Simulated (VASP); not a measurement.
# HC18Cl in VASP: further runs

HC18Cl is run at these levels: PBE+D3(BJ); tasks: single point.

Everything below comes from runs of VASP 6.6.1. Logs are shortened: lines on timing, memory, paths and dates and some standing lists are left out, and cuts for length are marked.

### Step 1. The cell of the first run

The cell holds a slab with vacuum, 20 atoms: a = 7.398 Å, b = 7.398 Å, c = 11.000 Å, α = 90.00°, β = 90.00°, γ = 120.00°.

### Step 2. Single point, PBE+D3(BJ)

Input file INCAR:

```
PREC = Accurate
ENCUT = 520
EDIFF = 1E-6
ISMEAR = -1
SIGMA = 0.02
LREAL = Auto
LASPH = True
NELM = 100
ALGO = Normal
ISIF = 2
LWAVE = False
LCHARG = True
GGA = PE
IVDW = 12
LELF = True
LVHAR = True
NBANDS = 56
```

Input file KPOINTS:

```
Automatic mesh
0
Gamma
  2 2 1
```

Input file POSCAR:

```
HC18Cl
1.0
    7.3980000000      0.0000000000      0.0000000000
   -3.6990000000      6.4068560000      0.0000000000
    0.0000000000      0.0000000000     11.0000000000
C Cl H
18 1 1
Direct
   -0.0077315445     -0.0070140487      0.0891036364
    0.2160100518      0.1048684409      0.0892200000
   -0.0058242136      0.3263934760      0.0888531818
    0.2142029240      0.4363971970      0.0889830000
   -0.0076114553      0.6578387278      0.0888934545
    0.2158931228      0.7695810550      0.0891288182
    0.3276564261     -0.0068542199      0.0892950909
    0.5472000700      0.1029378528      0.0891025455
    0.3259131620      0.3244081028      0.0891825455
    0.5492367860      0.4362186383      0.0891859091
    0.3258323703      0.6599321102      0.0891026364
    0.5493732492      0.7715534733      0.0892224545
    0.6590146342     -0.0089396422      0.0890259091
    0.8823386736      0.1025602885      0.0887290000
    0.6588824391      0.3263547675      0.0888741818
    0.8823973828      0.4382770582      0.0883870909
    0.6610259465      0.6598475134      0.0892304545
    0.8805671747      0.7696166419      0.0891929091
    1.0348756630      0.3812960678      0.4120590000
    1.0464680645      0.3670218279      0.2952282727
```

Potentials or basis: VASP PAW PBE potentials, release 64 (C, Cl, H).

Started as:

```bash
cat potpaw_PBE.64/C/POTCAR potpaw_PBE.64/Cl/POTCAR potpaw_PBE.64/H/POTCAR > POTCAR
mpirun -np 1 vasp_std > vasp.out
```

OUTCAR:

```text
PREC = Accurate
   ENCUT = 520
   EDIFF = 1E-6
   ISMEAR = -1
   LREAL = Auto
   LASPH = True
   NELM = 100
   ISIF = 2
   GGA = PE
   IVDW = 12
 IVDW          = 12

 ion  position               nearest neighbor table
   1  0.992  0.993  0.089-  14 1.41  18 1.43   2 1.43
   2  0.216  0.105  0.089-   9 1.41   7 1.43   1 1.43
   3  0.994  0.326  0.089-   4 1.41  16 1.43  14 1.43
   4  0.214  0.436  0.089-   3 1.41  11 1.43   9 1.43
   5  0.992  0.658  0.089-  16 1.41   6 1.43  18 1.43
   6  0.216  0.770  0.089-  11 1.41   5 1.43   7 1.43
[... 10 lines left out ...]
  17  0.661  0.660  0.089-  18 1.41  12 1.43  10 1.43
  18  0.881  0.770  0.089-  17 1.41   1 1.43   5 1.43
  19  0.035  0.381  0.412-  20 1.30
  20  0.046  0.367  0.295-  19 1.30

  LATTYP: Found a hexagonal cell.
 ALAT       =     7.3980000000
 C/A-ratio  =     1.4868883482

  Lattice vectors:

 A1 = (   7.3980000000,   0.0000000000,   0.0000000000)
 A2 = (  -3.6990000000,   6.4068560000,   0.0000000000)
 A3 = (   0.0000000000,   0.0000000000,  11.0000000000)

Analysis of symmetry for initial positions (statically):
=====================================================================
 Subroutine PRICEL returns:
 Original cell was already a primitive cell.

 Routine SETGRP: Setting up the symmetry group for a
 hexagonal supercell.

 Subroutine GETGRP returns: Found  1 space group operations
 (whereof  1 operations were pure point group operations)
 out of a pool of 24 trial point group operations.

The static configuration has the point symmetry C_1 .

Analysis of symmetry for dynamics (positions and initial velocities):
=====================================================================
 Subroutine PRICEL returns:
 Original cell was already a primitive cell.

 Routine SETGRP: Setting up the symmetry group for a
 hexagonal supercell.

 Subroutine GETGRP returns: Found  1 space group operations
 (whereof  1 operations were pure point group operations)
 out of a pool of 24 trial point group operations.

The dynamic configuration has the point symmetry C_1 .

 Subroutine INISYM returns: Found  1 space group operations
[... 110 lines left out ...]
   ENCUT  =  520.0 eV  38.22 Ry    6.18 a.u.  13.76 13.76 20.45*2*pi/ulx,y,z
   NELM   =    100;   NELMIN=  2; NELMDL= -5     # of ELM steps
   EDIFF  = 0.1E-05   stopping-criterion for ELM
   LREAL  =      T    real-space projection
   EDIFFG = 0.1E-04   stopping-criterion for IOM
   NSW    =      0    number of steps for IOM
   IBRION =     -1    ionic relax: 0-MD 1-quasi-New 2-CG
   NFREE  =      0    steps in history (QN), initial steepest desc. (CG)
   ISIF   =      2    stress and relaxation
   ISYM   =      2    0-nonsym 1-usesym 2-fastsym
   POTIM  = 0.5000    time-step for ionic-motion
   TEBEG  =    0.0;   TEEND  =   0.0 temperature during run
   PSTRESS=    0.0 pullay stress
   NELECT =      80.0000    total number of electrons
   NUPDOWN=      -1.0000    fix difference up-down
   EMIN   =  10.00;   EMAX   =-10.00  energy-range for DOS
   EFERMI =   0.00;   METHOD = LEGACY
   ISMEAR =    -1;   SIGMA  =   0.02  broadening in eV -4-tet -1-fermi 0-gaus
   EFERMI_NEDOS =   21; number of points for ismear=-14 and -15
   IALGO  =     38    algorithm
   IMIX   =      4    mixing-type and parameters
     AMIX     =   0.40;   BMIX     =  1.00
     AMIX_MAG =   1.60;   BMIX_MAG =  1.00
  volume/ion in A,a.u.               =      26.07       175.92
  Fermi-wavevector in a.u.,A,eV,Ry     =   0.876437  1.656226 10.451210  0.768142
  Thomas-Fermi vector in A             =   1.996247
   LORBIT       =      0    0 simple, 1 ext, 2 COOP (PROOUT), +10 PAW based schemes
   GGA     = PE    functional components
   LHFCALC =     F    Hartree Fock is set to
   AEXX    =    0.0000 exact exchange contribution
   IVDW    =    12    specifies the selected vdW correction
   LEPSILON=     F    determine dielectric tensor
   LRPA    =     F    only Hartree local field effects (RPA)
 non-spin polarized calculation
  energy-cutoff  :      520.00
  volume of cell :      521.38
 maximum number of plane-waves:     14099
 NGX is ok and might be reduce to    56
   NGX = 27   NGY = 27   NGZ = 41

 number of electron      79.9999996 magnetization

 Free energy of the ion-electron system (eV)
  ---------------------------------------------------
  ext. energy  EPLUGINS =         0.00000000
  ---------------------------------------------------
  free energy    TOTEN  =      -171.73928891 eV

  energy without entropy =     -171.73799398  energy(sigma->0) =     -171.73864144

 E-fermi :  -1.4333     XC(G=0):  -4.6294

 val. band max:       -1.5255282946   @ k =   0.0000   0.0000   0.0000
 cond. band min:      -1.3390263535   @ k =   0.0000   0.0000   0.0000
 fundamental gap:      0.1865019411
 Fermi energy:        -1.4332589742

 k-point     1 :       0.0000    0.0000    0.0000
  band No.  band energies     occupation
      1     -20.9562      2.00000
      2     -18.4508      2.00000
      3     -18.4126      2.00000
      4     -18.4033      2.00000
      5     -18.3948      2.00000
      6     -18.2933      2.00000
[... 209 lines left out ...]
     51       4.6028      0.00000
     52       4.6572      0.00000
 [bands above 52 left out]

------------------------ aborting loop because EDIFF is reached ----------------------------------------

 Edisp (eV)   -1.77447

 E8    (eV) :    -0.5430

  FORCE on cell =-STRESS in cart. coord.  units (eV):
  Direction    XX          YY          ZZ          XY          YZ          ZX
  --------------------------------------------------------------------------------------
  -------------------------------------------------------------------------------------
  Total       1.11996     1.07809    -0.28934     0.03457    -0.00121     0.02044
  in kB       3.44162     3.31295    -0.88915     0.10624    -0.00372     0.06282
  external pressure =        1.96 kB  Pullay stress =        0.00 kB

 VOLUME and BASIS-vectors are now :
 -----------------------------------------------------------------------------
  energy-cutoff  :      520.00
  volume of cell :      521.38
      direct lattice vectors                 reciprocal lattice vectors
     7.398000000  0.000000000  0.000000000     0.135171668  0.078041398  0.000000000
    -3.699000000  6.406856000  0.000000000     0.000000000  0.156082796  0.000000000
     0.000000000  0.000000000 11.000000000     0.000000000  0.000000000  0.090909091

 POSITION                                       TOTAL-FORCE (eV/Angst)
 -----------------------------------------------------------------------------------
      3.66775      6.36192      0.98014         0.010546      0.003126     -0.005019
      1.21013      0.67188      0.98142        -0.012673     -0.008976      0.001369
      6.14758      2.09116      0.97738         0.002004      0.011163     -0.033992
     -0.02956      2.79593      0.97881        -0.016417      0.014038      0.001171
      4.90834      4.21468      0.97783         0.010058     -0.003482     -0.007139
     -1.24950      4.93059      0.98042        -0.002133     -0.012467     -0.000034
[... 12 lines left out ...]
     -1.15240      2.44291      4.53265         0.013123     -0.005347     -0.086765
     -1.01384      2.35146      3.24751        -0.009517      0.007370      0.095525
 -----------------------------------------------------------------------------------
    total drift:                               -0.003381     -0.000020      0.004919

  FREE ENERGIE OF THE ION-ELECTRON SYSTEM (eV)
  ---------------------------------------------------
  free  energy   TOTEN  =      -173.5137611630 eV

  energy  without entropy=     -173.5124662341  energy(sigma->0) =     -173.51311370
```

stdout:

```text
POSCAR found type information on POSCAR C ClH
 POSCAR found :  3 types and      20 ions
 scaLAPACK will be used
 LDA part: xc-table for (Slater+PW92), standard interpolation
 POSCAR, INCAR and KPOINTS ok, starting setup
 FFT: planning ... GRIDC
 FFT: planning ... GRID_SOFT
 FFT: planning ... GRID
 WAVECAR not read
 entering main loop
```

Wall time 2.2 min (1 thread of Intel Xeon 6975P-C (Granite Rapids), shared host); peak memory 0.61 GiB.

What came out:

```
Free energy                : -173.5138 eV
Largest force              : 0.096 eV/Å
Band gap on the k mesh     : 0.19 eV, direct
Dispersion energy per atom : -0.089 eV
```

Forces in eV/Å, atoms in the order of the input:
```
C    0.011  0.003 -0.005
C   -0.013 -0.009  0.001
C    0.002  0.011 -0.034
C   -0.016  0.014  0.001
C    0.010 -0.003 -0.007
C   -0.002 -0.012  0.000
C   -0.008  0.000  0.002
C    0.021 -0.001 -0.002
C   -0.012 -0.001  0.001
C   -0.002  0.012 -0.003
C   -0.017 -0.012  0.002
C    0.007 -0.005 -0.003
C    0.010  0.010 -0.004
C   -0.008  0.000  0.023
C    0.008 -0.001 -0.002
C    0.025  0.006  0.031
C   -0.013 -0.009  0.000
C   -0.006 -0.004 -0.008
Cl   0.013 -0.005 -0.087
H   -0.010  0.007  0.096
```

Caveat: the k points lie up to 0.49 Å⁻¹ apart.

### Step 3. Single point, PBE+D3(BJ)

Input file INCAR:

```
  PREC = Accurate
  ENCUT = 520
  EDIFF = 1E-6
  ISMEAR = -1
  SIGMA = 0.02
  LREAL = Auto
  LASPH = T
  NELM = 80
  ALGO = Normal
  ISIF = 2
  LWAVE = F
  LCHARG = F
  GGA = PE
  IVDW = 12
  NBANDS = 56
```

Input file KPOINTS:

```
regular mesh
0
Gamma
  2 2 1
```

Input file POSCAR:

```
HC18Cl
1.0
    7.3980000000      0.0000000000      0.0000000000
   -3.6990000000      6.4068560000      0.0000000000
    0.0000000000      0.0000000000     11.0000000000
C Cl H
18 1 1
Direct
   -0.0026814082     -0.0056985829      0.0891039091
    0.2216315371      0.1064206843      0.0891308182
   -0.0003683001      0.3283474765      0.0887719091
    0.2193367313      0.4383866283      0.0888607273
   -0.0016153975      0.6598865341      0.0888172727
    0.2208242339      0.7709912631      0.0887669091
    0.3328053692     -0.0047336790      0.0890710909
    0.5525656398      0.1050404442      0.0891787273
    0.3314927187      0.3261587275      0.0891318182
    0.5538536255      0.4374109548      0.0891792727
    0.3305885472      0.6609313523      0.0888947273
    0.5549522933      0.7730986930      0.0891947273
    0.6648454986     -0.0071392271      0.0891929091
    0.8873106302      0.1040767890      0.0890710000
    0.6635641741      0.3273575994      0.0891439091
    0.8882429757      0.4396132830      0.0889951818
    0.6661226157      0.6619151422      0.0891602727
    0.8859788852      0.7719731800      0.0890349091
    1.0180538815      0.5299888120      0.4105300909
    0.9682160835      0.5216024833      0.2967698182
```

Potentials or basis: VASP PAW PBE potentials, release 64 (C, Cl, H).

Started as:

```bash
cat potpaw_PBE.64/C/POTCAR potpaw_PBE.64/Cl/POTCAR potpaw_PBE.64/H/POTCAR > POTCAR
mpirun -np 1 vasp_std > vasp.out
```

Run time: 2.1 min. Hardware: 1 thread of Intel Xeon 6975P-C (Granite Rapids), shared host; peak memory 0.61 GiB.

Results (log left out):

| Item | Value |
| --- | --- |
| Free energy | -173.5151 eV |
| Largest force | 0.147 eV/Å |
| Band gap on the k mesh | 0.20 eV, direct |
| Dispersion energy per atom | -0.089 eV |

Forces on the atoms (eV/Å):
```
C   -0.015  0.003  0.001
C    0.013  0.001  0.001
C   -0.030  0.010 -0.002
C    0.017  0.027  0.002
C   -0.012 -0.025  0.001
C    0.006 -0.004 -0.001
C    0.005 -0.003  0.000
C    0.013 -0.007 -0.002
C    0.003  0.024  0.002
C   -0.002  0.016 -0.001
C   -0.001 -0.013 -0.001
C    0.000 -0.019 -0.002
C    0.004  0.018  0.001
C   -0.010 -0.006  0.000
C    0.029  0.011 -0.001
C   -0.011  0.000 -0.004
C    0.005 -0.014  0.000
C   -0.012 -0.021  0.005
Cl  -0.037 -0.005 -0.140
H    0.038  0.008  0.142
```

Levels at points of the mesh, in eV from the valence-band top:
```
           k point  band 37  band 38  band 39  band 40  band 41  band 42  band 43  band 44
(0.00, 0.00, 0.00)    -2.95    -2.95    -0.04     0.00     0.20     0.22     3.24     4.58
(0.50, 0.00, 0.00)    -2.56    -2.52    -2.51    -2.26     1.77     2.54     2.59     2.62
(0.00, 0.50, 0.00)    -2.56    -2.54    -2.52    -2.25     1.75     2.55     2.58     2.64
(0.50, 0.50, 0.00)    -2.56    -2.52    -2.52    -2.26     1.77     2.53     2.59     2.64
```

Caveat: the k points lie up to 0.49 Å⁻¹ apart.

### Step 4. Single point, PBE+D3(BJ)

Input file INCAR:

```
ALGO = Normal
EDIFF = 1E-6
ENCUT = 520
GGA = PE
ISIF = 2
ISMEAR = -1
IVDW = 12
LASPH = T
LCHARG = F
LREAL = Auto
LWAVE = F
NBANDS = 56
NELM = 80
PREC = Accurate
SIGMA = 0.02
```

Input file KPOINTS:

```
k-points
0
Gamma
  2 2 1
```

Input file POSCAR:

```
HC18Cl
1.0
    7.3980000000      0.0000000000      0.0000000000
   -3.6990000000      6.4068560000      0.0000000000
    0.0000000000      0.0000000000     11.0000000000
C Cl H
18 1 1
Direct
   -0.0010101282     -0.0045128219      0.0889057273
    0.2188385269      0.1055364753      0.0889929091
   -0.0022323293      0.3267975743      0.0887718182
    0.2203688485      0.4380448070      0.0886660000
   -0.0033108361      0.6613588631      0.0890040909
    0.2211592961      0.7735424364      0.0890790909
    0.3310697199     -0.0066402304      0.0891750000
    0.5533757304      0.1045108552      0.0890674545
    0.3300864495      0.3279847401      0.0888868182
    0.5544939607      0.4402101436      0.0890695455
    0.3323619473      0.6623783959      0.0889565455
    0.5521679120      0.7721687517      0.0890680000
    0.6631693159     -0.0055005138      0.0889738182
    0.8876591329      0.1065753624      0.0887601818
    0.6655856146      0.3289741489      0.0889949091
    0.8853737636      0.4390484194      0.0887998182
    0.6644009100      0.6600089030      0.0890975455
    0.8866957483      0.7711465655      0.0890712727
    1.0052772556      0.2718881149      0.4130385455
    0.9901896883      0.2721074112      0.2956209091
```

Started as:

```bash
cat potpaw_PBE.64/C/POTCAR potpaw_PBE.64/Cl/POTCAR potpaw_PBE.64/H/POTCAR > POTCAR
mpirun -np 1 vasp_std > vasp.out
```

Run time: 2.2 min. Hardware: 1 thread of Intel Xeon 6975P-C (Granite Rapids), shared host; peak memory 0.61 GiB.

Results (log left out):

```
Free energy                : -173.5144 eV
Largest force              : 0.116 eV/Å
Band gap on the k mesh     : 0.19 eV, direct
Dispersion energy per atom : -0.089 eV
```

Forces in eV/Å, atoms in the order of the input:
```
C    0.000  0.004  0.002
C    0.003  0.009 -0.001
C    0.002  0.010 -0.003
C    0.002  0.005  0.003
C    0.010 -0.005  0.001
C    0.000 -0.001 -0.001
C   -0.005 -0.001 -0.001
C   -0.004  0.008  0.000
C   -0.002  0.005 -0.001
C   -0.006 -0.013  0.000
C   -0.007 -0.013  0.000
C    0.008  0.000  0.000
C    0.001 -0.006  0.001
C    0.002  0.004 -0.002
C    0.002 -0.004 -0.002
C    0.007 -0.004  0.001
C   -0.008  0.005  0.000
C   -0.006  0.002  0.000
Cl  -0.008 -0.001 -0.113
H    0.010 -0.002  0.116
```

Levels at points of the mesh, in eV from the valence-band top:
| k point | band 36 | band 37 | band 38 | band 39 | band 40 | band 41 | band 42 | band 43 | band 44 | band 45 |
| --- | --- | --- | --- | --- | --- | --- | --- | --- | --- | --- |
| (0.00, 0.00, 0.00) | -3.11 | -2.95 | -2.95 | -0.04 | 0.00 | 0.19 | 0.22 | 3.26 | 4.58 | 4.74 |
| (0.50, 0.00, 0.00) | -2.60 | -2.57 | -2.52 | -2.52 | -2.26 | 1.77 | 2.53 | 2.59 | 2.64 | 2.66 |
| (0.00, 0.50, 0.00) | -2.58 | -2.57 | -2.55 | -2.52 | -2.26 | 1.75 | 2.53 | 2.58 | 2.64 | 2.68 |
| (0.50, 0.50, 0.00) | -2.61 | -2.56 | -2.52 | -2.51 | -2.26 | 1.77 | 2.54 | 2.58 | 2.62 | 2.66 |

Caveat: the k points lie up to 0.49 Å⁻¹ apart.
